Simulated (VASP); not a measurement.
A run of VASP 6.6.1:

Contents of INCAR:

```
SYSTEM = BPd4
PREC = Accurate
ENCUT = 520
EDIFF = 1E-6
ISMEAR = -1
SIGMA = 0.05
LREAL = .False.
LASPH = .True.
NELM = 60
ALGO = Fast
ISIF = 2
LWAVE = .False.
LCHARG = .False.
GGA = PE
NBANDS = 30
```

File KPOINTS:

```
regular mesh
0
Gamma
  9 6 5
  0 0 0
```

File POSCAR:

```
BPd4
1.0
    2.8920299704      0.0000000000      0.0000000000
    0.0000000000      4.3650077954      0.0000000000
    0.0000000000      0.0000000000      5.8563150000
Pd B
4 1
Direct
    0.4997860000     -0.0013280000      0.1979700000
    0.0072420000     -0.0162850000      0.6056660000
    0.0008850000      0.5186000000      0.3229410000
    0.5020220000      0.5034260000      0.8645260000
    0.4972590000     -0.0053940000      0.8653290000
```

Potentials or basis: VASP PAW PBE potentials, release 64 (Pd, B).

The run is started by

```console
$ cat potpaw_PBE.64/Pd/POTCAR potpaw_PBE.64/B/POTCAR > POTCAR
$ mpirun -np 1 vasp_std > vasp.out
```

Hardware: 1 thread of AMD EPYC 9R45 96-Core Processor (Zen 5) (shared host).

Q: How long does it take, and how much memory?

A: Run time: 3 min on 1 thread of AMD EPYC 9R45 96-Core Processor (Zen 5), with other jobs on the host, peak memory 0.33 GiB. Counts: scf iterations 16, k points 136.
